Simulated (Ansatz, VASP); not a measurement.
## K in VASP and in Ansatz

```xyz
2
Lattice="2.4380 -4.0476 0.0000 2.4380 4.0476 0.0000 0.0000 0.0000 7.8118" Properties=species:S:1:pos:R:3 pbc="T T T"
K     2.4380   -2.5954    1.9529
K     2.4380    2.5954    5.8588
```

Alike in both runs: task single point; functional PBE; k mesh 4 × 4 × 2; occupations gaussian, width 0.1 eV; no spin polarisation.

```csv
,VASP,Ansatz
version,VASP 6.6.1,Ansatz 0.2.0
potentials or method,"VASP PAW PBE potentials, release 64 (K_sv), cutoff 520 eV","scalar-relativistic, plane waves, PAW"
valence electrons in the cell,18,18
```

```tsv
	VASP	Ansatz	Ansatz less VASP
gap on the k mesh at the Fermi level (eV)	none	none	-
pressure (GPa)	-0.1	-0.1	+0.01
traceless stress, the component that is largest in VASP (GPa)	-0.40	-0.40	0.000
```

A gap of «none» marks a metal or a gap that the smearing closes. The functional is the same, so the differences come from potentials, cutoffs and numerics.

The k mesh is coarse, so the values compare programs but aren't converged.
